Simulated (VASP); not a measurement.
# BN (R3m) in VASP: further runs

BN is run at these levels: r2SCAN; tasks: single point.

Program: VASP 6.6.1. These are calculated values, not measurements. Logs are shortened: lines on timing, memory, paths and dates and some standing lists are left out, and cuts for length are marked.

## 1. The cell of the first run

Symmetry: R3m, No. 160, trigonal system. Conventional cell: a = 2.564 Å, b = 2.564 Å, c = 6.280 Å, α = 90.00°, β = 90.00°, γ = 120.00°. Within 2.1 Å of B (site symmetry 3m) lie 4 N at 1.54 to 1.67 Å. N (site symmetry 3m) has 4 B at 1.54 to 1.67 Å within 2.1 Å.

## 2. Single point, r2SCAN

File POSCAR:

```
BN
1.0
    0.0000000000      1.8130010000      1.8130010000
    1.8130010000      0.0000000000      1.8130010000
    1.8130010000      1.8130010000      0.0000000000
B N
1 1
Direct
    0.0000000000      0.0000000000      0.0000000000
    0.7977675083      0.7340774972      0.7340774972
```

File INCAR.step1:

```
SYSTEM = BN
PREC     = Accurate       ! precision mode
ENCUT    = 520            ! plane-wave cutoff, eV
ISMEAR   = 0              ! smearing method
SIGMA    = 0.05           ! smearing width, eV
LREAL    = .FALSE.        ! projectors in reciprocal space
LASPH    = .TRUE.         ! aspherical terms in the spheres
NELM     = 100            ! most SCF steps
NBANDS   = 11             ! bands
GGA      = PE             ! functional
ALGO     = Normal         ! electronic algorithm
EDIFF    = 1E-4           ! SCF threshold, eV
LWAVE    = .TRUE.         ! write WAVECAR
LCHARG   = .FALSE.        ! write CHGCAR
```

File INCAR.step2:

```
SYSTEM = BN
PREC     = Accurate       ! precision mode
ENCUT    = 520            ! plane-wave cutoff, eV
EDIFF    = 1E-6           ! SCF threshold, eV
ISMEAR   = 0              ! smearing method
SIGMA    = 0.05           ! smearing width, eV
LREAL    = .FALSE.        ! projectors in reciprocal space
LASPH    = .TRUE.         ! aspherical terms in the spheres
NELM     = 100            ! most SCF steps
ALGO     = Normal         ! electronic algorithm
ISIF     = 2              ! what is computed and relaxed
LWAVE    = .FALSE.        ! write WAVECAR
LCHARG   = .FALSE.        ! write CHGCAR
METAGGA  = R2SCAN         ! meta-GGA
LMIXTAU  = .TRUE.       
NBANDS   = 11             ! bands
ISTART   = 1
```

File KPOINTS:

```
regular mesh
0
G
  12 12 12
  0 0 0
```

Potentials or basis: VASP PAW PBE potentials, release 64 (B, N).

Launch:

```console
> cat potpaw_PBE.64/B/POTCAR potpaw_PBE.64/N/POTCAR > POTCAR
> cp INCAR.step1 INCAR
> mpirun -np 1 vasp_std > vasp.out
> cp INCAR.step2 INCAR
> mpirun -np 1 vasp_std > vasp.out
```

OUTCAR:

```text
SYSTEM = BN
   PREC = Accurate
   ENCUT = 520
   EDIFF = 1E-6
   ISMEAR = 0
   LREAL = .FALSE.
   LASPH = .TRUE.
   NELM = 100
   ISIF = 2
   METAGGA = R2SCAN
   ISTART = 1

 ion  position               nearest neighbor table
   1  0.000  0.000  0.000-   2 1.54   2 1.54   2 1.54   2 1.67
   2  0.798  0.734  0.734-   1 1.54   1 1.54   1 1.54   1 1.67

  LATTYP: Found a face centered cubic cell.
 ALAT       =     3.6260020000

  Lattice vectors:

 A1 = (   0.0000000000,   1.8130010000,   1.8130010000)
 A2 = (   1.8130010000,   0.0000000000,   1.8130010000)
 A3 = (   1.8130010000,   1.8130010000,   0.0000000000)

Analysis of symmetry for initial positions (statically):
=====================================================================
 Subroutine PRICEL returns:
 Original cell was already a primitive cell.

 Routine SETGRP: Setting up the symmetry group for a
 face centered cubic supercell.

 Subroutine GETGRP returns: Found  6 space group operations
 (whereof  6 operations were pure point group operations)
 out of a pool of 48 trial point group operations.

The static configuration has the point symmetry C_3v.

Analysis of symmetry for dynamics (positions and initial velocities):
=====================================================================
 Subroutine PRICEL returns:
 Original cell was already a primitive cell.

 Routine SETGRP: Setting up the symmetry group for a
 face centered cubic supercell.

 Subroutine GETGRP returns: Found  6 space group operations
 (whereof  6 operations were pure point group operations)
 out of a pool of 48 trial point group operations.

The dynamic configuration has the point symmetry C_3v.

 Subroutine INISYM returns: Found  6 space group operations
 (whereof  6 operations are pure point group operations),
 and found     1 'primitive' translations

----------------------------------------------------------------------------------------

                                     Primitive cell

  volume of cell :      11.9186

  direct lattice vectors                    reciprocal lattice vectors
     0.000000000  1.813001000  1.813001000    -0.275785838  0.275785838  0.275785838
     1.813001000  0.000000000  1.813001000     0.275785838 -0.275785838  0.275785838
     1.813001000  1.813001000  0.000000000     0.275785838  0.275785838 -0.275785838

  length of vectors
     2.563970603  2.563970603  2.563970603     0.477675083  0.477675083  0.477675083

  position of ions in fractional coordinates (direct lattice)
     0.000000000  0.000000000  0.000000000
[... 87 lines left out ...]
   TEBEG  =    0.0;   TEEND  =   0.0 temperature during run
   PSTRESS=    0.0 pullay stress
   NELECT =       8.0000    total number of electrons
   NUPDOWN=      -1.0000    fix difference up-down
   EMIN   =  10.00;   EMAX   =-10.00  energy-range for DOS
   EFERMI =   0.00;   METHOD = LEGACY
   ISMEAR =     0;   SIGMA  =   0.05  broadening in eV -4-tet -1-fermi 0-gaus
   EFERMI_NEDOS =   21; number of points for ismear=-14 and -15
   IALGO  =     38    algorithm
   IMIX   =      4    mixing-type and parameters
     AMIX     =   0.40;   BMIX     =  1.00
     AMIX_MAG =   1.60;   BMIX_MAG =  1.00
  volume/ion in A,a.u.               =       5.96        40.22
  Fermi-wavevector in a.u.,A,eV,Ry     =   1.433387  2.708709 27.954506  2.054598
  Thomas-Fermi vector in A             =   2.552911
   LORBIT       =      0    0 simple, 1 ext, 2 COOP (PROOUT), +10 PAW based schemes
   METAGGA = R2SCAN    functional components
   LHFCALC =     F    Hartree Fock is set to
   AEXX    =    0.0000 exact exchange contribution
   IVDW    =     0    specifies the selected vdW correction
   LEPSILON=     F    determine dielectric tensor
   LRPA    =     F    only Hartree local field effects (RPA)
 non-spin polarized calculation
 Gauss-broadening in eV      SIGMA  =   0.05
  energy-cutoff  :      520.00
  volume of cell :       11.92
 maximum number of plane-waves:       332
   NGX =  9   NGY =  9   NGZ =  9

 number of electron       8.0000000 magnetization

 Free energy of the ion-electron system (eV)
  ---------------------------------------------------
  ext. energy  EPLUGINS =         0.00000000
  ---------------------------------------------------
  free energy    TOTEN  =       -19.06980134 eV

  energy without entropy =      -19.06980134  energy(sigma->0) =      -19.06980134

 E-fermi :   8.3662     XC(G=0): -13.5966

 val. band max:        8.0339718115   @ k =   0.0000   0.0000   0.0000
 cond. band min:      12.0260641622   @ k =   0.5000   0.5000   0.0000
 fundamental gap:      3.9920923508
 Fermi energy:         8.3661616605

 k-point     1 :       0.0000    0.0000    0.0000
  band No.  band energies     occupation
      1     -14.0603      2.00000
      2       6.6039      2.00000
      3       6.6039      2.00000
      4       8.0340      2.00000
      5      16.0726      0.00000
      6      17.0088      0.00000
      7      17.0088      0.00000
      8      18.0509      0.00000
      9      32.9590      0.00000
     10      35.7574      0.00000
     11      35.7574      0.00000
[... 309 lines left out ...]
 k-point    24 :       0.4167    0.0833    0.0000
  band No.  band energies     occupation
      1     -10.5733      2.00000
      2      -1.9825      2.00000
      3       4.5934      2.00000
      4       4.7061      2.00000
      5      17.3704      0.00000
      6      18.6078      0.00000
      7      18.9907      0.00000
      8      22.3899      0.00000
      9      31.1247      0.00000
     10      33.8241      0.00000
     11      36.1600      0.00000

 [... further k-points ...]

------------------------ aborting loop because EDIFF is reached ----------------------------------------

  FORCE on cell =-STRESS in cart. coord.  units (eV):
  Direction    XX          YY          ZZ          XY          YZ          ZX
  --------------------------------------------------------------------------------------
  -------------------------------------------------------------------------------------
  Total       -0.1256284     -0.1256284     -0.1256284     -0.1253967      0.1253967     -0.1253967
  in kB      -16.8878482    -16.8878482    -16.8878482    -16.8567034     16.8567034    -16.8567034
  external PRESSURE =     -16.8878482 kB  Pullay stress =       0.0000000 kB

 VOLUME and BASIS-vectors are now :
 -----------------------------------------------------------------------------
  energy-cutoff  :      520.00
  volume of cell :       11.92
      direct lattice vectors                 reciprocal lattice vectors
     0.000000000  1.813001000  1.813001000    -0.275785838  0.275785838  0.275785838
     1.813001000  0.000000000  1.813001000     0.275785838 -0.275785838  0.275785838
     1.813001000  1.813001000  0.000000000     0.275785838  0.275785838 -0.275785838

 POSITION                                       TOTAL-FORCE (eV/Angst)
 -----------------------------------------------------------------------------------
      0.00000      0.00000      0.00000        -1.060729      1.060729      1.060729
      2.66177      2.77724      2.77724         1.060729     -1.060729     -1.060729
 -----------------------------------------------------------------------------------
    total drift:                               -0.000003      0.000003      0.000003

  FREE ENERGIE OF THE ION-ELECTRON SYSTEM (eV)
  ---------------------------------------------------
  free  energy   TOTEN  =       -19.0698013415 eV

  energy  without entropy=      -19.0698013415  energy(sigma->0) =      -19.06980134
```

OUTCAR.step1:

```text
SYSTEM = BN
   PREC = Accurate
   ENCUT = 520
   ISMEAR = 0
   LREAL = .FALSE.
   LASPH = .TRUE.
[... 557 lines left out ...]
      0.00000      0.00000      0.00000        -1.058559      1.058559      1.058559
      2.66177      2.77724      2.77724         1.058559     -1.058559     -1.058559
 -----------------------------------------------------------------------------------
    total drift:                               -0.000423      0.000424      0.000424

  FREE ENERGIE OF THE ION-ELECTRON SYSTEM (eV)
  ---------------------------------------------------
  free  energy   TOTEN  =       -17.3504541641 eV

  energy  without entropy=      -17.3504541641  energy(sigma->0) =      -17.35045416
```

OSZICAR.step1:

```text
N       E                     dE             d eps       ncg     rms          rms(c)
DAV:   1     0.106424467936E+02    0.10642E+02   -0.48839E+03  4311   0.716E+02
DAV:   2    -0.178103090273E+02   -0.28453E+02   -0.27639E+02  4972   0.165E+02
DAV:   3    -0.183296208326E+02   -0.51931E+00   -0.51864E+00  4869   0.192E+01
DAV:   4    -0.183302262556E+02   -0.60542E-03   -0.60541E-03  4458   0.734E-01
DAV:   5    -0.183302268342E+02   -0.57864E-06   -0.57865E-06  4488   0.222E-02    0.674E+00
DAV:   6    -0.174343068011E+02    0.89592E+00   -0.30664E+00  4365   0.101E+01    0.326E+00
DAV:   7    -0.173645228054E+02    0.69784E-01   -0.10358E-01  4670   0.267E+00    0.193E+00
DAV:   8    -0.173502063792E+02    0.14316E-01   -0.35839E-02  4626   0.138E+00    0.189E-01
DAV:   9    -0.173503664955E+02   -0.16012E-03   -0.10329E-03  4395   0.266E-01    0.842E-02
DAV:  10    -0.173504541641E+02   -0.87669E-04   -0.12969E-04  4504   0.972E-02
   1 F= -.17350454E+02 E0= -.17350454E+02  d E =-.782378E-27
```

It took 39 s on 1 thread of Intel Xeon 6975P-C (Granite Rapids), shared host; peak memory 0.14 GiB.

Results:

```
Free energy            : -19.0698 eV
Pressure               : -1.7 GPa
Largest force          : 1.837 eV/Å
Band gap on the k mesh : 3.99 eV (least direct gap 8.04 eV)
```

Forces on the atoms (eV/Å):
```
B   -1.061  1.061  1.061
N    1.061 -1.061 -1.061
```

Levels at points of the mesh, in eV from the valence-band top:
```tsv
k point	band 1	band 2	band 3	band 4	band 5	band 6	band 7	band 8	band 9
(0.00, 0.00, 0.00)	-22.09	-1.43	-1.43	0.00	8.04	8.97	8.97	10.02	24.93
(0.50, 0.00, 0.00)	-17.83	-11.61	-3.12	-3.12	9.78	10.16	10.16	14.76	24.36
(0.00, 0.50, 0.00)	-17.87	-12.00	-3.54	-2.09	8.83	10.28	12.00	15.55	23.44
(0.50, 0.50, 0.00)	-16.46	-10.19	-6.23	-5.62	3.99	8.67	18.14	18.72	20.98
```

Caveat: the cell differs from its parent crystal (all N atoms moved -0.100 Å, as atom 2 towards its neighbour atom 1 (B) at 1.570 Å); the PAW data sets were made with another functional, which shifts forces and pressure a little. A k mesh can miss the band edges.

## 3. Single point, r2SCAN

POSCAR, as its differences from that of step 2:

```diff
@@ -9,2 +9,2 @@
     0.0000000000      0.0000000000      0.0000000000
-    0.7977675083      0.7340774972      0.7340774972
+    0.7141743687      0.7619418771      0.7619418771
```

File INCAR.step1:

```
  ALGO = Normal
  EDIFF = 1E-4
  ENCUT = 520
  GGA = PE
  ISMEAR = 0
  LASPH = T
  LCHARG = F
  LREAL = F
  LWAVE = T
  NBANDS = 11
  NELM = 80
  PREC = Accurate
  SIGMA = 0.05
```

File INCAR.step2:

```
  ALGO = Normal
  EDIFF = 1E-7
  ENCUT = 520
  ISIF = 2
  ISMEAR = 0
  ISTART = 1
  LASPH = T
  LCHARG = T
  LELF = T
  LMIXTAU = T
  LREAL = F
  LVHAR = T
  LWAVE = F
  METAGGA = R2SCAN
  NBANDS = 11
  NELM = 80
  PREC = Accurate
  SIGMA = 0.05
```

File KPOINTS:

```
k-points
0
Gamma
  12 12 12
```

Potentials or basis: VASP PAW PBE potentials, release 64 (B, N).

Launch:

```console
> cat potpaw_PBE.64/B/POTCAR potpaw_PBE.64/N/POTCAR > POTCAR
> cp INCAR.step1 INCAR
> mpirun -np 1 vasp_std > vasp.out
> cp INCAR.step2 INCAR
> mpirun -np 1 vasp_std > vasp.out
```

OUTCAR:

```text
EDIFF = 1E-7
   ENCUT = 520
   ISIF = 2
   ISMEAR = 0
   ISTART = 1
   LASPH = T
   LREAL = F
   METAGGA = R2SCAN
   NELM = 80
   PREC = Accurate

 ion  position               nearest neighbor table
   1  0.000  0.000  0.000-   2 1.50   2 1.60   2 1.60   2 1.60
   2  0.714  0.762  0.762-   1 1.50   1 1.60   1 1.60   1 1.60

  LATTYP: Found a face centered cubic cell.
 ALAT       =     3.6260020000

  Lattice vectors:

 A1 = (   0.0000000000,   1.8130010000,   1.8130010000)
 A2 = (   1.8130010000,   0.0000000000,   1.8130010000)
 A3 = (   1.8130010000,   1.8130010000,   0.0000000000)

Analysis of symmetry for initial positions (statically):
=====================================================================
 Subroutine PRICEL returns:
 Original cell was already a primitive cell.

 Routine SETGRP: Setting up the symmetry group for a
 face centered cubic supercell.

 Subroutine GETGRP returns: Found  6 space group operations
 (whereof  6 operations were pure point group operations)
 out of a pool of 48 trial point group operations.

The static configuration has the point symmetry C_3v.

[... 171 lines left out ...]
      3       7.5208      2.00000
      4       7.5208      2.00000
      5      16.3126      0.00000
      6      16.3126      0.00000
      7      17.2391      0.00000
      8      18.1393      0.00000
      9      33.0351      0.00000
     10      35.7655      0.00000
     11      35.7655      0.00000
[... 309 lines left out ...]
 k-point    24 :       0.4167    0.0833    0.0000
  band No.  band energies     occupation
      1     -10.6177      2.00000
      2      -2.5598      2.00000
      3       4.9798      2.00000
      4       5.1320      2.00000
      5      17.6788      0.00000
      6      18.7235      0.00000
      7      19.5746      0.00000
      8      23.3373      0.00000
      9      29.7001      0.00000
     10      33.4785      0.00000
     11      34.5719      0.00000

 [... further k-points ...]

------------------------ aborting loop because EDIFF is reached ----------------------------------------

  FORCE on cell =-STRESS in cart. coord.  units (eV):
  Direction    XX          YY          ZZ          XY          YZ          ZX
  --------------------------------------------------------------------------------------
  -------------------------------------------------------------------------------------
  Total       -0.1711429     -0.1711429     -0.1711429     -0.1084489      0.1084489     -0.1084489
  in kB      -23.0062212    -23.0062212    -23.0062212    -14.5784634     14.5784634    -14.5784634
  external PRESSURE =     -23.0062212 kB  Pullay stress =       0.0000000 kB

 VOLUME and BASIS-vectors are now :
 -----------------------------------------------------------------------------
  energy-cutoff  :      520.00
  volume of cell :       11.92
      direct lattice vectors                 reciprocal lattice vectors
     0.000000000  1.813001000  1.813001000    -0.275785838  0.275785838  0.275785838
     1.813001000  0.000000000  1.813001000     0.275785838 -0.275785838  0.275785838
     1.813001000  1.813001000  0.000000000     0.275785838  0.275785838 -0.275785838

 POSITION                                       TOTAL-FORCE (eV/Angst)
 -----------------------------------------------------------------------------------
      0.00000      0.00000      0.00000         1.203253     -1.203253     -1.203253
      2.76280      2.67620      2.67620        -1.203253      1.203253      1.203253
 -----------------------------------------------------------------------------------
    total drift:                                0.000130     -0.000129     -0.000129

  FREE ENERGIE OF THE ION-ELECTRON SYSTEM (eV)
  ---------------------------------------------------
  free  energy   TOTEN  =       -19.0961615799 eV

  energy  without entropy=      -19.0961615799  energy(sigma->0) =      -19.09616158
```

OSZICAR.step1:

```text
N       E                     dE             d eps       ncg     rms          rms(c)
DAV:   1     0.104813717583E+02    0.10481E+02   -0.48841E+03  4279   0.716E+02
DAV:   2    -0.178186248839E+02   -0.28300E+02   -0.27378E+02  4955   0.164E+02
DAV:   3    -0.183479898690E+02   -0.52936E+00   -0.52865E+00  4883   0.192E+01
DAV:   4    -0.183486246155E+02   -0.63475E-03   -0.63474E-03  4434   0.736E-01
DAV:   5    -0.183486251969E+02   -0.58140E-06   -0.58139E-06  4539   0.222E-02    0.672E+00
DAV:   6    -0.174604252083E+02    0.88820E+00   -0.30305E+00  4365   0.100E+01    0.325E+00
DAV:   7    -0.173906227220E+02    0.69802E-01   -0.10298E-01  4694   0.267E+00    0.192E+00
DAV:   8    -0.173763715309E+02    0.14251E-01   -0.35795E-02  4654   0.138E+00    0.190E-01
DAV:   9    -0.173765365864E+02   -0.16506E-03   -0.10458E-03  4398   0.269E-01    0.841E-02
DAV:  10    -0.173766248176E+02   -0.88231E-04   -0.13028E-04  4581   0.975E-02
   1 F= -.17376625E+02 E0= -.17376625E+02  d E =-.161763E-10
```

It took 46 s on 1 thread of Intel Xeon 6975P-C (Granite Rapids), shared host; peak memory 0.13 GiB.

Results:

```yaml
Free_energy: -19.0962 eV
Pressure: -2.3 GPa
Largest_force: 2.084 eV/Å
Band_gap_on_the_k_mesh: 4.53 eV (least direct gap 8.79 eV)
```

Forces in eV/Å, atoms in the order of the input:
```
B    1.203 -1.203 -1.203
N   -1.203  1.203  1.203
```

Stress tensor (GPa, compression positive):
```
-2.30 -1.46 -1.46
-1.46 -2.30  1.46
-1.46  1.46 -2.30
```

Caveat: the cell differs from its parent crystal (all N atoms moved +0.075 Å, as atom 2 towards its neighbour atom 1 (B) at 1.570 Å); the PAW data sets were made with another functional, which shifts forces and pressure a little. A k mesh can miss the band edges.

(Continued in part 2 of 2.)
